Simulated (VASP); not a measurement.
Input of a VASP 6.6.1 run:

The input INCAR:

```
SYSTEM = NaCl3
PREC = Accurate
ENCUT = 520
EDIFF = 1E-6
ISMEAR = 1
SIGMA = 0.05
LREAL = .FALSE.
LASPH = .TRUE.
NELM = 100
ALGO = Normal
ISIF = 2
LWAVE = .FALSE.
LCHARG = .FALSE.
GGA = CA
NBANDS = 38
```

Contents of KPOINTS:

```
Automatic mesh
0
G
  6 6 6
  0 0 0
```

File POSCAR:

```
NaCl3
1.0
    5.2974295061      0.0000000000      0.0000000000
    0.0000000000      5.2974295061      0.0000000000
    0.0000000000      0.0000000000      5.2974295061
Na Cl
2 6
Direct
    0.5000000000      0.5000000000      0.5000000000
    0.0000000000      0.0000000000      0.0000000000
    0.5000000000      0.0000000000      0.7500000000
    0.0000000000      0.2500000000      0.5000000000
    0.0000000000      0.7500000000      0.5000000000
    0.2500000000      0.5000000000      0.0000000000
    0.5000000000      0.0000000000      0.2500000000
    0.7500000000      0.5000000000      0.0000000000
```

Potentials or basis: VASP PAW LDA potentials, release 64 (Na_pv, Cl).

Command:

```console
$ cat potpaw_LDA.64/Na_pv/POTCAR potpaw_LDA.64/Cl/POTCAR > POTCAR
$ mpirun -np 1 vasp_std > vasp.out
```

Task: What does it give for the pressure?

Result: -0.1 GPa.

Task: Estimate the band gap on the k mesh.

Result: Zero (band 28 reaches 3.87 eV, above the bottom of band 29 at 1.32 eV).
